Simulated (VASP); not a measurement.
Tc3Sn:

```
Tc Sn
1.0
     2.94159    0.00000    0.00000
    -1.47079    2.54749    0.00000
     0.00000    0.00000    8.63345
Tc Sn
3 1
Direct
  0.33333 0.66667 0.50000
  0.66667 0.33333 0.26178
  0.66667 0.33333 0.73822
  0.33333 0.66667 0.00000
```

- Program: VASP 6.6.1
- Task: relaxation of cell and atoms
- Functional: LDA
- Potentials or basis: VASP PAW LDA potentials, release 64 (Tc_pv, Sn_d)
- Cutoff: 600 eV
- k mesh: 9 × 9 × 3
- Occupations: fermi-dirac, width 0.05 eV
- Spin: no spin polarisation

At the start: pressure -13.4 GPa; volume 16.17 Å³/atom.

Where does the relaxation end?

Over 6 steps the energy falls by 41.0 meV/atom and the volume is 15.23 Å³/atom (-5.8 %); space group P-6m2 (No. 187, to 0.1 Å) before and after.

Step by step:
```csv
step,energy change (eV),largest force (eV/Å),pressure (GPa),volume (Å³)
1,0.0000,0.2495,-13.39,64.70
2,1.0347,1.2315,52.56,52.84
3,-0.1627,0.0744,-0.93,61.24
4,-0.1633,0.0929,-0.22,61.07
5,-0.1632,0.1002,0.10,61.00
6,-0.1640,0.0135,0.17,60.94
```

Final structure:
```xyz
4
Lattice="2.8836 0.0000 0.0000 -1.4418 2.4973 0.0000 0.0000 0.0000 8.4619" Properties=species:S:1:pos:R:3 pbc="T T T"
Tc    0.0000    1.6649    4.2309
Tc    1.4418    0.8324    2.2140
Tc    1.4418    0.8324    6.2479
Sn    0.0000    1.6649    0.0000
```
